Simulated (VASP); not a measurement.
# TiAl5 (P4/mmm) in VASP: notebook

The runs below take TiAl5 through single point, relaxation of cell and atoms, with PBEsol.

All numbers are computed with VASP 6.6.1; they aren't measurements. Logs are shortened: lines on timing, memory, paths and dates and some standing lists are left out, and cuts for length are marked.

## 1. The cell of the first run

Symmetry: P4/mmm, No. 123, tetragonal system. The conventional cell has a = 3.425 Å, b = 3.425 Å, c = 8.331 Å, α = 90.00°, β = 90.00°, γ = 90.00°. Al (site symmetry 4mm) has 10 Al at 2.73 to 3.43 Å and 4 Ti at 2.78 Å within 3.6 Å. Al (site symmetry 4mm) has 1 Ti at 2.77 Å and 13 Al at 2.79 to 3.43 Å within 3.7 Å. Al (site symmetry 4/mmm) has 14 Al at 2.79 to 3.43 Å within 3.7 Å. Ti (site symmetry 4/mmm) has 10 Al at 2.77 to 2.78 Å and 4 Ti at 3.43 Å within 3.7 Å.

## 2. Single point, PBEsol

Input file INCAR:

```
  PREC = Accurate
  ENCUT = 520
  EDIFF = 1E-7
  ISMEAR = 0
  SIGMA = 0.1
  LREAL = F
  LASPH = T
  NELM = 100
  ALGO = Fast
  ISIF = 2
  LWAVE = F
  LCHARG = F
  GGA = PS
  NBANDS = 22
```

Input file KPOINTS:

```
Automatic mesh
0
Gamma
  12 12 4
```

Input file POSCAR:

```
TiAl5
1.0
    3.4251670614      0.0000000000      0.0000000000
    0.0000000000      3.4251670614      0.0000000000
    0.0000000000      0.0000000000      8.3308524240
Al Ti
5 1
Direct
    0.0000000000      0.0000000000     -0.0025351507
    0.5000000000      0.5000000000      0.1660236511
    0.0000000000      0.0000000000      0.3333333333
    0.5000000000      0.5000000000      0.5006430155
    0.0000000000      0.0000000000      0.6692018174
    0.5000000000      0.5000000000      0.8333333333
```

Potentials or basis: VASP PAW PBE potentials, release 64 (Al, Ti_sv).

On the command line:

```sh
> cat potpaw_PBE.64/Al/POTCAR potpaw_PBE.64/Ti_sv/POTCAR > POTCAR
> mpirun -np 1 vasp_std > vasp.out
```

OUTCAR:

```text
PREC = Accurate
   ENCUT = 520
   EDIFF = 1E-7
   ISMEAR = 0
   LREAL = F
   LASPH = T
   NELM = 100
   ISIF = 2
   GGA = PS

 ion  position               nearest neighbor table
   1  0.000  0.000  0.997-   5 2.73   6 2.78   6 2.78   6 2.78   6 2.78   3 2.80   2 2.80   2 2.80
                             2 2.80   2 2.80
   2  0.500  0.500  0.166-   6 2.77   4 2.79   3 2.79   3 2.79   3 2.79   3 2.79   1 2.80   1 2.80
                             1 2.80   1 2.80
   3  0.000  0.000  0.333-   2 2.79   2 2.79   2 2.79   2 2.79   4 2.79   4 2.79   4 2.79   4 2.79
                             1 2.80   5 2.80
   4  0.500  0.500  0.501-   6 2.77   2 2.79   3 2.79   3 2.79   3 2.79   3 2.79   5 2.80   5 2.80
                             5 2.80   5 2.80
   5  0.000  0.000  0.669-   1 2.73   6 2.78   6 2.78   6 2.78   6 2.78   3 2.80   4 2.80   4 2.80
                             4 2.80   4 2.80
   6  0.500  0.500  0.833-   4 2.77   2 2.77   5 2.78   5 2.78   5 2.78   5 2.78   1 2.78   1 2.78
                             1 2.78   1 2.78

  LATTYP: Found a simple tetragonal cell.
 ALAT       =     3.4251670614
 C/A-ratio  =     2.4322470334

  Lattice vectors:

 A1 = (   3.4251670614,   0.0000000000,   0.0000000000)
 A2 = (   0.0000000000,   3.4251670614,   0.0000000000)
 A3 = (   0.0000000000,   0.0000000000,   8.3308524240)

Analysis of symmetry for initial positions (statically):
=====================================================================
 Subroutine PRICEL returns:
 Original cell was already a primitive cell.

 Routine SETGRP: Setting up the symmetry group for a
 simple tetragonal supercell.

 Subroutine GETGRP returns: Found 16 space group operations
 (whereof  8 operations were pure point group operations)
 out of a pool of 16 trial point group operations.

The static configuration has the point symmetry C_4v.
 The point group associated with its full space group is D_4h.

Analysis of symmetry for dynamics (positions and initial velocities):
=====================================================================
 Subroutine PRICEL returns:
 Original cell was already a primitive cell.

 Routine SETGRP: Setting up the symmetry group for a
 simple tetragonal supercell.

 Subroutine GETGRP returns: Found 16 space group operations
 (whereof  8 operations were pure point group operations)
 out of a pool of 16 trial point group operations.

The dynamic configuration has the point symmetry C_4v.
 The point group associated with its full space group is D_4h.

 Subroutine INISYM returns: Found 16 space group operations
 (whereof  8 operations are pure point group operations),
 and found     1 'primitive' translations

----------------------------------------------------------------------------------------

                                     Primitive cell

  volume of cell :      97.7356

  direct lattice vectors                    reciprocal lattice vectors
     3.425167061  0.000000000  0.000000000     0.291956562  0.000000000  0.000000000
     0.000000000  3.425167061  0.000000000     0.000000000  0.291956562  0.000000000
     0.000000000  0.000000000  8.330852424     0.000000000  0.000000000  0.120035736

  length of vectors
     3.425167061  3.425167061  8.330852424     0.291956562  0.291956562  0.120035736

  position of ions in fractional coordinates (direct lattice)
     0.000000000  0.000000000  0.997464849
     0.500000000  0.500000000  0.166023651
     0.000000000  0.000000000  0.333333333
     0.500000000  0.500000000  0.500643016
     0.000000000  0.000000000  0.669201817
     0.500000000  0.500000000  0.833333333

  ion indices of the primitive-cell ions
   primitive index   ion index
                 1           1
                 2           2
                 3           3
                 4           4
                 5           5
                 6           6

----------------------------------------------------------------------------------------

 KPOINTS: Automatic mesh

Automatic generation of k-mesh.
 Grid dimensions read from file:
 generate k-points for:   12   12    4

 Generating k-lattice:

  Cartesian coordinates                     Fractional coordinates (reciprocal lattice)
     0.024329714  0.000000000  0.000000000     0.083333333  0.000000000  0.000000000
     0.000000000  0.024329714  0.000000000     0.000000000  0.083333333  0.000000000
     0.000000000  0.000000000  0.030008934     0.000000000  0.000000000  0.250000000

  Length of vectors
     0.024329714  0.024329714  0.030008934

  Shift w.r.t. Gamma in fractional coordinates (k-lattice)
     0.000000000  0.000000000  0.000000000

 Subroutine IBZKPT returns following result:
 ===========================================

 Found     84 irreducible k-points:

 Following reciprocal coordinates:
            Coordinates               Weight
  0.000000  0.000000  0.000000      1.000000
  0.083333  0.000000  0.000000      4.000000
  0.166667  0.000000  0.000000      4.000000
  0.250000  0.000000  0.000000      4.000000
  0.333333  0.000000  0.000000      4.000000
  0.416667  0.000000  0.000000      4.000000
[... 16 lines left out ...]
  0.333333  0.333333  0.000000      4.000000
  0.416667  0.333333  0.000000      8.000000
 [... further k-points ...]
   k-points           NKPTS =     84   k-points in BZ     NKDIM =     84   number of bands    NBANDS=     22
   number of dos      NEDOS =    301   number of ions     NIONS =      6
   total plane-waves  NPLWV =  50176
   dimension x,y,z NGX =    28 NGY =   28 NGZ =   64
   dimension x,y,z NGXF=    56 NGYF=   56 NGZF=  128
   ions per type =               5   1
   NGX,Y,Z   is equivalent  to a cutoff of  13.59, 13.59, 12.77 a.u.
   NGXF,Y,Z  is equivalent  to a cutoff of  27.18, 27.18, 25.54 a.u.
 SYSTEM =  unknown system
   PREC   = accura    normal or accurate (medium, high low for compatibility)
   ISTART =      0    job   : 0-new  1-cont  2-samecut
   ICHARG =      2    charge: 1-file 2-atom 10-const
   ISPIN  =      1    spin polarized calculation?
   LNONCOLLINEAR =      F non collinear calculations
   LSORBIT =      F    spin-orbit coupling
   LASPH  =      T    aspherical Exc in radial PAW
   ENCUT  =  520.0 eV  38.22 Ry    6.18 a.u.   6.37  6.37 15.49*2*pi/ulx,y,z
   NELM   =    100;   NELMIN=  2; NELMDL= -5     # of ELM steps
   EDIFF  = 0.1E-06   stopping-criterion for ELM
   LREAL  =      F    real-space projection
   EDIFFG = 0.1E-05   stopping-criterion for IOM
   NSW    =      0    number of steps for IOM
   IBRION =     -1    ionic relax: 0-MD 1-quasi-New 2-CG
   NFREE  =      0    steps in history (QN), initial steepest desc. (CG)
   ISIF   =      2    stress and relaxation
   ISYM   =      2    0-nonsym 1-usesym 2-fastsym
   POTIM  = 0.5000    time-step for ionic-motion
   TEBEG  =    0.0;   TEEND  =   0.0 temperature during run
   PSTRESS=    0.0 pullay stress
   NELECT =      27.0000    total number of electrons
   NUPDOWN=      -1.0000    fix difference up-down
   EMIN   =  10.00;   EMAX   =-10.00  energy-range for DOS
   EFERMI =   0.00;   METHOD = LEGACY
   ISMEAR =     0;   SIGMA  =   0.10  broadening in eV -4-tet -1-fermi 0-gaus
   EFERMI_NEDOS =   21; number of points for ismear=-14 and -15
   IALGO  =     68    algorithm
   IMIX   =      4    mixing-type and parameters
     AMIX     =   0.40;   BMIX     =  1.00
     AMIX_MAG =   1.60;   BMIX_MAG =  1.00
  volume/ion in A,a.u.               =      16.29       109.93
  Fermi-wavevector in a.u.,A,eV,Ry     =   1.066216  2.014856 15.467321  1.136816
  Thomas-Fermi vector in A             =   2.201793
   LORBIT       =      0    0 simple, 1 ext, 2 COOP (PROOUT), +10 PAW based schemes
   GGA     = PS    functional components
   LHFCALC =     F    Hartree Fock is set to
   AEXX    =    0.0000 exact exchange contribution
   IVDW    =     0    specifies the selected vdW correction
   LEPSILON=     F    determine dielectric tensor
   LRPA    =     F    only Hartree local field effects (RPA)
 non-spin polarized calculation
 RMM-DIIS sequential band-by-band and
 Gauss-broadening in eV      SIGMA  =   0.10
  energy-cutoff  :      520.00
  volume of cell :       97.74
 maximum number of plane-waves:      2653
 NGX is ok and might be reduce to    28
   NGX = 13   NGY = 13   NGZ = 31

 number of electron      27.0000000 magnetization

 Free energy of the ion-electron system (eV)
  ---------------------------------------------------
  ext. energy  EPLUGINS =         0.00000000
  ---------------------------------------------------
  free energy    TOTEN  =       -29.47772886 eV

  energy without entropy =      -29.45418321  energy(sigma->0) =      -29.46595604

 E-fermi :   8.0475     XC(G=0): -10.5717

 val. band max:        8.0413262971   @ k =   0.5000   0.2500   0.0000
 cond. band min:       8.0482750535   @ k =   0.3333   0.0833   0.5000
 fundamental gap:      0.0069487565
 Fermi energy:         8.0474710950

 k-point     1 :       0.0000    0.0000    0.0000
  band No.  band energies     occupation
      1     -48.3007      2.00000
      2     -24.7259      2.00000
      3     -24.6403      2.00000
      4     -24.6403      2.00000
      5      -2.6273      2.00000
      6      -0.5389      2.00000
[... 14 lines left out ...]
     21      11.7365      0.00000
     22      12.3341      0.00000

 k-point     2 :       0.0833    0.0000    0.0000
  band No.  band energies     occupation
      1     -48.3003      2.00000
      2     -24.7252      2.00000
      3     -24.6458      2.00000
      4     -24.6398      2.00000
      5      -2.5392      2.00000
      6      -0.4570      2.00000
[... 14 lines left out ...]
     21      11.9451      0.00000
     22      12.6451      0.00000
[... 523 lines left out ...]
     21      11.5184      0.00000
     22      11.8691      0.00000

 k-point    24 :       0.4167    0.3333    0.0000
  band No.  band energies     occupation
      1     -48.2913      2.00000
      2     -24.7110      2.00000
      3     -24.7084      2.00000
      4     -24.6921      2.00000
      5       0.8845      2.00000
      6       2.7394      2.00000
[... 14 lines left out ...]
     21      11.8618      0.00000
     22      12.5052      0.00000

 [... further k-points ...]

------------------------ aborting loop because EDIFF is reached ----------------------------------------

  FORCE on cell =-STRESS in cart. coord.  units (eV):
  Direction    XX          YY          ZZ          XY          YZ          ZX
  --------------------------------------------------------------------------------------
  -------------------------------------------------------------------------------------
  Total        0.0438007      0.0438007      0.0559471      0.0000000      0.0000000      0.0000000
  in kB        0.7180233      0.7180233      0.9171390      0.0000000      0.0000000      0.0000000
  external PRESSURE =       0.7843952 kB  Pullay stress =       0.0000000 kB

 VOLUME and BASIS-vectors are now :
 -----------------------------------------------------------------------------
  energy-cutoff  :      520.00
  volume of cell :       97.74
      direct lattice vectors                 reciprocal lattice vectors
     3.425167061  0.000000000  0.000000000     0.291956562  0.000000000  0.000000000
     0.000000000  3.425167061  0.000000000     0.000000000  0.291956562  0.000000000
     0.000000000  0.000000000  8.330852424     0.000000000  0.000000000  0.120035736

 POSITION                                       TOTAL-FORCE (eV/Angst)
 -----------------------------------------------------------------------------------
      0.00000      0.00000      8.30973         0.000000     -0.000000      0.003276
      1.71258      1.71258      1.38312        -0.000000     -0.000000      0.001341
      0.00000      0.00000      2.77695        -0.000000     -0.000000      0.000000
      1.71258      1.71258      4.17078        -0.000000      0.000000     -0.001341
      0.00000      0.00000      5.57502        -0.000000     -0.000000     -0.003276
      1.71258      1.71258      6.94238        -0.000000      0.000000      0.000000
 -----------------------------------------------------------------------------------
    total drift:                                0.000000      0.000000     -0.000033

  FREE ENERGIE OF THE ION-ELECTRON SYSTEM (eV)
  ---------------------------------------------------
  free  energy   TOTEN  =       -29.4777288626 eV

  energy  without entropy=      -29.4541832126  energy(sigma->0) =      -29.46595604
```

It took 5.7 min on 1 thread of AMD EPYC 9R45 (Zen 5), shared host; peak memory 0.29 GiB.

What came out:

| Quantity | Value |
| --- | --- |
| Free energy | -29.4777 eV |
| Pressure | 0.1 GPa |
| Largest force | 0.003 eV/Å |

Forces on the atoms (eV/Å):
```
Al   0.000  0.000  0.003
Al   0.000  0.000  0.001
Al   0.000  0.000  0.000
Al   0.000  0.000 -0.001
Al   0.000  0.000 -0.003
Ti   0.000  0.000  0.000
```

Caveat: the PAW data sets were made with another functional, which shifts forces and pressure a little.

(Continued in part 2 of 2.)
